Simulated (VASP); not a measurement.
# TiAl: single point with PBE

TiAl:

```
Ti Al
1.0
     4.63411    0.00000    0.00000
     0.00000    2.86217    0.00000
     0.00000    0.00000    4.89781
Ti Al
2 2
Cartesian
  1.1585 1.4311 3.2386
  3.4756 1.4311 1.6592
  3.4756 0.0000 4.1047
  1.1585 0.0000 0.7932
```

```
Program             : VASP 6.6.1
Task                : single point
Functional          : PBE
Potentials or basis : VASP PAW PBE potentials, release 64 (Ti_sv, Al)
Cutoff              : 520 eV
k mesh              : 4 × 6 × 4
Occupations         : gaussian, width 0.1 eV
Spin                : no spin polarisation
```

| Property | Result |
| --- | --- |
| Pressure | -0.1 GPa |
| Largest force | 0.056 eV/Å |
| Band gap on the k mesh | zero (bands 15 and 16 overlap by 0.80 eV) |

Forces in eV/Å, atoms in the order of the input:
```
Ti   0.000  0.000 -0.056
Ti   0.000  0.000  0.056
Al   0.000  0.000 -0.035
Al   0.000  0.000  0.035
```

Stress tensor (GPa, compression positive):
```
 0.52  0.00  0.00
 0.00 -0.50  0.00
 0.00  0.00 -0.19
```

Levels at points of the mesh, in eV from the Fermi level:
```csv
k point,band 11,band 12,band 13,band 14,band 15,band 16,band 17,band 18,band 19,band 20
"(0.00, 0.00, 0.00)",-2.68,-2.55,-1.39,-0.93,-0.56,0.69,1.38,1.79,1.96,2.35
"(0.50, 0.00, 0.00)",-2.20,-2.20,-1.47,-1.47,-0.23,-0.23,1.71,1.71,1.79,1.79
"(0.00, 0.50, 0.00)",-2.47,-2.27,-2.16,-1.44,0.09,0.54,1.02,2.05,2.21,3.28
"(0.50, 0.50, 0.00)",-3.11,-3.11,-2.02,-2.02,0.05,0.05,1.92,1.92,2.30,2.30
"(0.00, 0.00, 0.50)",-2.74,-2.41,-1.73,-0.60,-0.36,0.35,1.40,1.87,2.03,2.08
"(0.50, 0.00, 0.50)",-4.52,-4.52,-0.44,-0.44,-0.19,-0.19,1.61,1.61,2.13,2.13
"(0.00, 0.50, 0.50)",-2.95,-2.51,-1.82,-0.77,-0.31,-0.05,0.52,0.61,1.66,2.15
"(0.50, 0.50, 0.50)",-2.33,-2.33,-1.49,-1.49,-0.35,-0.35,0.77,0.77,1.44,1.44
```

Wall time 37 s on 1 thread of Intel(R) Xeon(R) Platinum 8175M CPU @ 2.50GHz (Skylake/Cascade Lake), with other jobs on the host, peak memory 0.2 GiB.

Caveat: the k points lie up to 0.37 Å⁻¹ apart, too coarse for converged energies and pressures of a metal.
